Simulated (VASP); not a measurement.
# AlPt (P2_13) in VASP: a series of runs

AlPt is run at these levels: PBEsol; tasks: single point.

All numbers are computed with VASP 6.6.1; they aren't measurements. Logs are shortened: lines on timing, memory, paths and dates and some standing lists are left out, and cuts for length are marked.

## Step 1: The cell of the first run

It takes space group P2_13 (No. 198, cubic). Conventional cell: a = 4.869 Å, b = 4.869 Å, c = 4.869 Å, α = 90.00°, β = 90.00°, γ = 90.00°. Al (site symmetry 3) has 7 Pt at 2.54 to 2.72 Å and 6 Al at 3.01 Å within 3.4 Å. Pt (site symmetry 3) has 7 Al at 2.54 to 2.72 Å and 6 Pt at 3.03 Å within 3.4 Å.

## Step 2: Single point, PBEsol (atoms displaced along a vibrational mode)

Input file INCAR:

```
ALGO     = Fast           # electronic algorithm
EDIFF    = 1E-6           # SCF threshold, eV
ENCUT    = 520            # plane-wave cutoff, eV
GGA      = PS             # functional
ISIF     = 2              # what is computed and relaxed
ISMEAR   = 0              # smearing method
LASPH    = T              # aspherical terms in the spheres
LCHARG   = F              # write CHGCAR
LREAL    = F              # projectors in reciprocal space
LWAVE    = F              # write WAVECAR
NBANDS   = 36             # bands
NELM     = 100            # most SCF steps
PREC     = Accurate       # precision mode
SIGMA    = 0.15           # smearing width, eV
```

Input file KPOINTS:

```
k-points
0
Gamma
  8 8 8
```

Input file POSCAR:

```
AlPt
1.0
    4.8685043982      0.0000000000      0.0000000000
    0.0000000000      4.8685043982      0.0000000000
    0.0000000000      0.0000000000      4.8685043982
Al Pt
4 4
Direct
    0.8435940128      0.8435940128      0.8435940128
    0.6564059872      0.1564059872      0.3435940128
    0.3435940128      0.6564059872      0.1564059872
    0.1564059872      0.3435940128      0.6564059872
    0.1658416956      0.1658416956      0.1658416956
    0.3341583044      0.8341583044      0.6658416956
    0.6658416956      0.3341583044      0.8341583044
    0.8341583044      0.6658416956      0.3341583044
```

Potentials or basis: VASP PAW PBE potentials, release 64 (Al, Pt).

On the command line:

```
> cat potpaw_PBE.64/Al/POTCAR potpaw_PBE.64/Pt/POTCAR > POTCAR
> mpirun -np 1 vasp_std > vasp.out
```

OUTCAR:

```text
EDIFF = 1E-6
   ENCUT = 520
   GGA = PS
   ISIF = 2
   ISMEAR = 0
   LASPH = T
   LREAL = F
   NELM = 100
   PREC = Accurate

 ion  position               nearest neighbor table
   1  0.844  0.844  0.844-   6 2.54   7 2.54   8 2.54   8 2.63   7 2.63   6 2.63   5 2.72   2 3.01
                             3 3.01   3 3.01   2 3.01   4 3.01   4 3.01
   2  0.656  0.156  0.344-   5 2.54   7 2.54   8 2.54   8 2.63   5 2.63   7 2.63   6 2.72   4 3.01
                             1 3.01   1 3.01   4 3.01   3 3.01   3 3.01
   3  0.344  0.656  0.156-   5 2.54   6 2.54   8 2.54   6 2.63   5 2.63   8 2.63   7 2.72   4 3.01
                             4 3.01   1 3.01   1 3.01   2 3.01   2 3.01
   4  0.156  0.344  0.656-   5 2.54   6 2.54   7 2.54   5 2.63   7 2.63   6 2.63   8 2.72   3 3.01
                             3 3.01   2 3.01   2 3.01   1 3.01   1 3.01
   5  0.166  0.166  0.166-   2 2.54   3 2.54   4 2.54   4 2.63   3 2.63   2 2.63   1 2.72   6 3.03
                             6 3.03   7 3.03   8 3.03   8 3.03   7 3.03
   6  0.334  0.834  0.666-   1 2.54   3 2.54   4 2.54   4 2.63   1 2.63   3 2.63   2 2.72   7 3.03
                             8 3.03   5 3.03   5 3.03   7 3.03   8 3.03
   7  0.666  0.334  0.834-   1 2.54   2 2.54   4 2.54   2 2.63   1 2.63   4 2.63   3 2.72   6 3.03
                             8 3.03   8 3.03   6 3.03   5 3.03   5 3.03
   8  0.834  0.666  0.334-   1 2.54   2 2.54   3 2.54   1 2.63   3 2.63   2 2.63   4 2.72   6 3.03
                             7 3.03   7 3.03   5 3.03   5 3.03   6 3.03

  LATTYP: Found a simple cubic cell.
 ALAT       =     4.8685043982

  Lattice vectors:

 A1 = (   4.8685043982,   0.0000000000,   0.0000000000)
 A2 = (   0.0000000000,   4.8685043982,   0.0000000000)
 A3 = (   0.0000000000,   0.0000000000,   4.8685043982)

Analysis of symmetry for initial positions (statically):
=====================================================================
 Subroutine PRICEL returns:
 Original cell was already a primitive cell.

 Routine SETGRP: Setting up the symmetry group for a
 simple cubic supercell.

 Subroutine GETGRP returns: Found 12 space group operations
 (whereof  3 operations were pure point group operations)
 out of a pool of 48 trial point group operations.

The static configuration has the point symmetry C_3 .
 The point group associated with its full space group is T   .

Analysis of symmetry for dynamics (positions and initial velocities):
=====================================================================
 Subroutine PRICEL returns:
 Original cell was already a primitive cell.

 Routine SETGRP: Setting up the symmetry group for a
 simple cubic supercell.

 Subroutine GETGRP returns: Found 12 space group operations
 (whereof  3 operations were pure point group operations)
 out of a pool of 48 trial point group operations.

The dynamic configuration has the point symmetry C_3 .
 The point group associated with its full space group is T   .

 Subroutine INISYM returns: Found 12 space group operations
 (whereof  3 operations are pure point group operations),
 and found     1 'primitive' translations

----------------------------------------------------------------------------------------

                                     Primitive cell

  volume of cell :     115.3949

  direct lattice vectors                    reciprocal lattice vectors
     4.868504398  0.000000000  0.000000000     0.205401889  0.000000000  0.000000000
     0.000000000  4.868504398  0.000000000     0.000000000  0.205401889  0.000000000
     0.000000000  0.000000000  4.868504398     0.000000000  0.000000000  0.205401889

  length of vectors
     4.868504398  4.868504398  4.868504398     0.205401889  0.205401889  0.205401889

  position of ions in fractional coordinates (direct lattice)
     0.843594013  0.843594013  0.843594013
     0.656405987  0.156405987  0.343594013
     0.343594013  0.656405987  0.156405987
     0.156405987  0.343594013  0.656405987
     0.165841696  0.165841696  0.165841696
     0.334158304  0.834158304  0.665841696
     0.665841696  0.334158304  0.834158304
     0.834158304  0.665841696  0.334158304

  ion indices of the primitive-cell ions
   primitive index   ion index
                 1           1
                 2           2
                 3           3
                 4           4
                 5           5
                 6           6
                 7           7
                 8           8

----------------------------------------------------------------------------------------

 KPOINTS: k-points

Automatic generation of k-mesh.
 Grid dimensions read from file:
 generate k-points for:    8    8    8

 Generating k-lattice:

  Cartesian coordinates                     Fractional coordinates (reciprocal lattice)
     0.025675236  0.000000000  0.000000000     0.125000000  0.000000000  0.000000000
     0.000000000  0.025675236  0.000000000     0.000000000  0.125000000  0.000000000
[... 62 lines left out ...]
     AMIX     =   0.40;   BMIX     =  1.00
     AMIX_MAG =   1.60;   BMIX_MAG =  1.00
  volume/ion in A,a.u.               =      14.42        97.34
  Fermi-wavevector in a.u.,A,eV,Ry     =   1.255106  2.371806 21.433134  1.575291
  Thomas-Fermi vector in A             =   2.388879
   LORBIT       =      0    0 simple, 1 ext, 2 COOP (PROOUT), +10 PAW based schemes
   GGA     = PS    functional components
   LHFCALC =     F    Hartree Fock is set to
   AEXX    =    0.0000 exact exchange contribution
   IVDW    =     0    specifies the selected vdW correction
   LEPSILON=     F    determine dielectric tensor
   LRPA    =     F    only Hartree local field effects (RPA)
 non-spin polarized calculation
 RMM-DIIS sequential band-by-band and
 Gauss-broadening in eV      SIGMA  =   0.15
  energy-cutoff  :      520.00
  volume of cell :      115.39
 maximum number of plane-waves:      3136
   NGX = 19   NGY = 19   NGZ = 19

 number of electron      51.9999991 magnetization

 Free energy of the ion-electron system (eV)
  ---------------------------------------------------
  ext. energy  EPLUGINS =         0.00000000
  ---------------------------------------------------
  free energy    TOTEN  =       -52.50899235 eV

  energy without entropy =      -52.49122752  energy(sigma->0) =      -52.50010993

 E-fermi :  10.4242     XC(G=0): -12.3005

 val. band max:       10.4241354829   @ k =   0.3750   0.3750   0.0000
 cond. band min:      10.6158370144   @ k =  -0.3750   0.5000   0.0000
 fundamental gap:      0.1917015315
 Fermi energy:        10.4241568199

 k-point     1 :       0.0000    0.0000    0.0000
  band No.  band energies     occupation
      1      -0.7922      2.00000
      2       3.4227      2.00000
      3       3.4227      2.00000
      4       3.4227      2.00000
      5       5.0595      2.00000
      6       5.0595      2.00000
[... 28 lines left out ...]
     35      15.6897      0.00000
     36      15.6899      0.00000

 k-point     2 :       0.1250    0.0000    0.0000
  band No.  band energies     occupation
      1      -0.6767      2.00000
      2       3.1565      2.00000
      3       3.4695      2.00000
      4       3.5402      2.00000
      5       4.9818      2.00000
      6       4.9916      2.00000
[... 28 lines left out ...]
     35      16.1246      0.00000
     36      16.2870      0.00000

 k-point     3 :       0.2500    0.0000    0.0000
  band No.  band energies     occupation
      1      -0.3352      2.00000
      2       2.5843      2.00000
      3       3.5813      2.00000
      4       3.6392      2.00000
      5       4.7462      2.00000
      6       4.8566      2.00000
[... 28 lines left out ...]
     35      15.9560      0.00000
     36      17.3694      0.00000
[... 742 lines left out ...]
 k-point    23 :       0.2500    0.1250    0.1250
  band No.  band energies     occupation
      1      -0.1125      2.00000
      2       2.7271      2.00000
      3       3.3512      2.00000
      4       3.6823      2.00000
      5       4.5010      2.00000
      6       4.8511      2.00000
[... 28 lines left out ...]
     35      16.0271      0.00000
     36      16.6424      0.00000

 k-point    24 :       0.3750    0.1250    0.1250
  band No.  band energies     occupation
      1       0.4289      2.00000
      2       1.9548      2.00000
      3       3.5278      2.00000
      4       3.8140      2.00000
      5       4.3390      2.00000
      6       4.6666      2.00000
[... 28 lines left out ...]
     35      16.0069      0.00000
     36      17.4014      0.00000

 [... further k-points ...]

------------------------ aborting loop because EDIFF is reached ----------------------------------------

  FORCE on cell =-STRESS in cart. coord.  units (eV):
  Direction    XX          YY          ZZ          XY          YZ          ZX
  --------------------------------------------------------------------------------------
  -------------------------------------------------------------------------------------
  Total        0.6753045      0.6753045      0.6753045      0.0000000     -0.0000000      0.0000000
  in kB        9.3761273      9.3761273      9.3761273      0.0000000     -0.0000000      0.0000000
  external PRESSURE =       9.3761273 kB  Pullay stress =       0.0000000 kB

 VOLUME and BASIS-vectors are now :
 -----------------------------------------------------------------------------
  energy-cutoff  :      520.00
  volume of cell :      115.39
      direct lattice vectors                 reciprocal lattice vectors
     4.868504398  0.000000000  0.000000000     0.205401889  0.000000000  0.000000000
     0.000000000  4.868504398  0.000000000     0.000000000  0.205401889  0.000000000
     0.000000000  0.000000000  4.868504398     0.000000000  0.000000000  0.205401889

 POSITION                                       TOTAL-FORCE (eV/Angst)
 -----------------------------------------------------------------------------------
      4.10704      4.10704      4.10704        -0.043966     -0.043966     -0.043966
      3.19572      0.76146      1.67279         0.043966      0.043966     -0.043966
      1.67279      3.19572      0.76146        -0.043966      0.043966      0.043966
      0.76146      1.67279      3.19572         0.043966     -0.043966      0.043966
      0.80740      0.80740      0.80740        -0.452842     -0.452842     -0.452842
      1.62685      4.06110      3.24165         0.452842      0.452842     -0.452842
      3.24165      1.62685      4.06110        -0.452842      0.452842      0.452842
      4.06110      3.24165      1.62685         0.452842     -0.452842      0.452842
 -----------------------------------------------------------------------------------
    total drift:                               -0.000000     -0.000000      0.000000

  FREE ENERGIE OF THE ION-ELECTRON SYSTEM (eV)
  ---------------------------------------------------
  free  energy   TOTEN  =       -52.5089923492 eV

  energy  without entropy=      -52.4912275175  energy(sigma->0) =      -52.50010993
```

It took 64 s on 1 thread of Intel Xeon 6975P-C (Granite Rapids), shared host; peak memory 0.29 GiB.

Results:

* Free energy: -52.5090 eV
* Pressure: 0.9 GPa
* Largest force: 0.784 eV/Å
* Band gap on the k mesh: zero (bands 26 and 27 overlap by 1.32 eV)

Forces in eV/Å, atoms in the order of the input:
```
Al  -0.044 -0.044 -0.044
Al   0.044  0.044 -0.044
Al  -0.044  0.044  0.044
Al   0.044 -0.044  0.044
Pt  -0.453 -0.453 -0.453
Pt   0.453  0.453 -0.453
Pt  -0.453  0.453  0.453
Pt   0.453 -0.453  0.453
```

Levels at points of the mesh, in eV from the Fermi level:
```tsv
k point	band 24	band 25	band 26	band 27	band 28	band 29
(0.00, 0.00, 0.00)	-1.82	-0.36	-0.36	-0.36	4.01	4.01
(0.50, 0.00, 0.00)	-1.62	-0.58	-0.58	1.20	1.20	2.81
(0.50, 0.50, 0.00)	-2.16	0.42	0.42	1.27	1.27	2.84
(0.50, 0.50, 0.50)	-2.55	-0.90	-0.90	-0.90	-0.90	6.75
```

Caveat: the cell differs from its parent crystal (atoms displaced along a vibrational mode); the PAW data sets were made with another functional, which shifts forces and pressure a little; spin-orbit coupling is left out, which moves the levels of the heavy elements.

## Step 3: Single point, PBEsol (atoms displaced along a vibrational mode)

Input file INCAR:

```
PREC     = Accurate       # precision mode
ENCUT    = 520            # plane-wave cutoff, eV
EDIFF    = 1E-6           # SCF threshold, eV
ISMEAR   = 0              # smearing method
SIGMA    = 0.15           # smearing width, eV
LREAL    = False          # projectors in reciprocal space
LASPH    = True           # aspherical terms in the spheres
NELM     = 60             # most SCF steps
ALGO     = Fast           # electronic algorithm
ISIF     = 2              # what is computed and relaxed
LWAVE    = False          # write WAVECAR
LCHARG   = False          # write CHGCAR
GGA      = PS             # functional
NBANDS   = 36             # bands
```

Input file KPOINTS:

```
regular mesh
0
Gamma
  8 8 8
```

Input file POSCAR:

```
AlPt
1.0
    4.8685043982      0.0000000000      0.0000000000
    0.0000000000      4.8685043982      0.0000000000
    0.0000000000      0.0000000000      4.8685043982
Al Pt
4 4
Direct
    0.8444606005      0.8444606005      0.8444606005
    0.6555393995      0.1555393995      0.3444606005
    0.3444606005      0.6555393995      0.1555393995
    0.1555393995      0.3444606005      0.6555393995
    0.1480533702      0.1480533702      0.1480533702
    0.3519466298      0.8519466298      0.6480533702
    0.6480533702      0.3519466298      0.8519466298
    0.8519466298      0.6480533702      0.3519466298
```

Potentials or basis: VASP PAW PBE potentials, release 64 (Al, Pt).

On the command line:

```
> cat potpaw_PBE.64/Al/POTCAR potpaw_PBE.64/Pt/POTCAR > POTCAR
> mpirun -np 1 vasp_std > vasp.out
```

It took 62 s on 1 thread of Intel Xeon 6975P-C (Granite Rapids), shared host; peak memory 0.29 GiB.

Results (log left out):

```
Free energy            : -52.6216 eV
Pressure               : 0.2 GPa
Largest force          : 0.335 eV/Å
Band gap on the k mesh : zero (bands 26 and 27 overlap by 1.09 eV)
```

Forces in eV/Å, atoms in the order of the input:
```
Al  -0.015 -0.015 -0.015
Al   0.015  0.015 -0.015
Al  -0.015  0.015  0.015
Al   0.015 -0.015  0.015
Pt   0.193  0.193  0.193
Pt  -0.193 -0.193  0.193
Pt   0.193 -0.193 -0.193
Pt  -0.193  0.193 -0.193
```

Levels at points of the mesh, in eV from the Fermi level:
```tsv
k point	band 22	band 23	band 24	band 25	band 26	band 27	band 28	band 29	band 30	band 31
(0.00, 0.00, 0.00)	-1.75	-1.75	-1.75	-0.17	-0.17	-0.17	4.27	4.27	4.27	4.48
(0.50, 0.00, 0.00)	-2.41	-1.49	-1.49	-0.77	-0.77	1.22	1.22	2.66	2.66	4.47
(0.50, 0.50, 0.00)	-2.47	-2.25	-2.25	0.30	0.30	1.29	1.29	2.76	2.76	3.19
(0.50, 0.50, 0.50)	-2.51	-2.51	-2.51	-0.79	-0.79	-0.79	-0.79	6.37	6.37	6.37
```

Caveat: the cell differs from its parent crystal (atoms displaced along a vibrational mode); the PAW data sets were made with another functional, which shifts forces and pressure a little; spin-orbit coupling is left out, which moves the levels of the heavy elements.

## Step 4: Single point, PBEsol (atoms displaced along a vibrational mode)

Input file INCAR:

```
SYSTEM = AlPt
ALGO = Fast
EDIFF = 1E-6
ENCUT = 520
GGA = PS
ISIF = 2
ISMEAR = 0
LASPH = .True.
LCHARG = .False.
LREAL = .False.
LWAVE = .False.
NBANDS = 36
NELM = 60
PREC = Accurate
SIGMA = 0.15
```

Input file KPOINTS:

```
k-points
0
Gamma
  8 8 8
  0 0 0
```

Input file POSCAR:

```
AlPt
1.0
    4.8685043982      0.0000000000      0.0000000000
    0.0000000000      4.8685043982      0.0000000000
    0.0000000000      0.0000000000      4.8685043982
Al Pt
4 4
Direct
    0.8453271881      0.8453271881      0.8453271881
    0.6546728119      0.1546728119      0.3453271881
    0.3453271881      0.6546728119      0.1546728119
    0.1546728119      0.3453271881      0.6546728119
    0.1302650448      0.1302650448      0.1302650448
    0.3697349552      0.8697349552      0.6302650448
    0.6302650448      0.3697349552      0.8697349552
    0.8697349552      0.6302650448      0.3697349552
```

On the command line:

```
> cat potpaw_PBE.64/Al/POTCAR potpaw_PBE.64/Pt/POTCAR > POTCAR
> mpirun -np 1 vasp_std > vasp.out
```

It took 61 s on 1 thread of Intel Xeon 6975P-C (Granite Rapids), shared host; peak memory 0.29 GiB.

It converged, with:

```yaml
Free_energy: -52.1541 eV
Pressure: 3.9 GPa
Largest_force: 1.214 eV/Å
Band_gap_on_the_k_mesh: zero (bands 26 and 27 overlap by 1.01 eV)
```

Forces on the atoms (eV/Å):
```
Al  -0.266 -0.266 -0.266
Al   0.266  0.266 -0.266
Al  -0.266  0.266  0.266
Al   0.266 -0.266  0.266
Pt   0.701  0.701  0.701
Pt  -0.701 -0.701  0.701
Pt   0.701 -0.701 -0.701
Pt  -0.701  0.701 -0.701
```

Levels at points of the mesh, in eV from the Fermi level:
```tsv
k point	band 22	band 23	band 24	band 25	band 26	band 27	band 28	band 29	band 30	band 31
(0.00, 0.00, 0.00)	-1.77	-1.77	-1.77	-0.09	-0.09	-0.09	4.21	4.21	4.21	4.62
(0.50, 0.00, 0.00)	-2.52	-1.50	-1.50	-0.91	-0.91	1.23	1.23	2.49	2.49	4.58
(0.50, 0.50, 0.00)	-2.60	-2.34	-2.34	0.23	0.23	1.22	1.22	2.70	2.70	3.13
(0.50, 0.50, 0.50)	-2.57	-2.57	-2.57	-0.78	-0.78	-0.78	-0.78	6.07	6.07	6.07
```

Caveat: the cell differs from its parent crystal (atoms displaced along a vibrational mode); the cell stands under pressure; the PAW data sets were made with another functional, which shifts forces and pressure a little; spin-orbit coupling is left out, which moves the levels of the heavy elements.

## Step 5: Summary

| cell | gap on the mesh (eV) | pressure (GPa) | largest force (eV/Å) |
| --- | --- | --- | --- |
| as given, atomic positions A | none | 0.9 | 0.78 |
| as given, atomic positions B | none | 0.2 | 0.33 |
| as given, atomic positions C | none | 3.9 | 1.21 |

Alike in all rows: task single point; level PBEsol; potentials or basis VASP PAW PBE potentials, release 64 (Al, Pt); no spin polarisation; k mesh 8 × 8 × 8; cutoff (eV) 520; smearing gaussian 0.15 eV.

Caveats: the PAW data sets were made with another functional, which shifts forces and pressure a little; spin-orbit coupling is left out, which moves the levels of the heavy elements; the cell stands under pressure (at least some runs).

Total energies depend on the potentials used, so only differences within one code and one set of settings carry meaning.
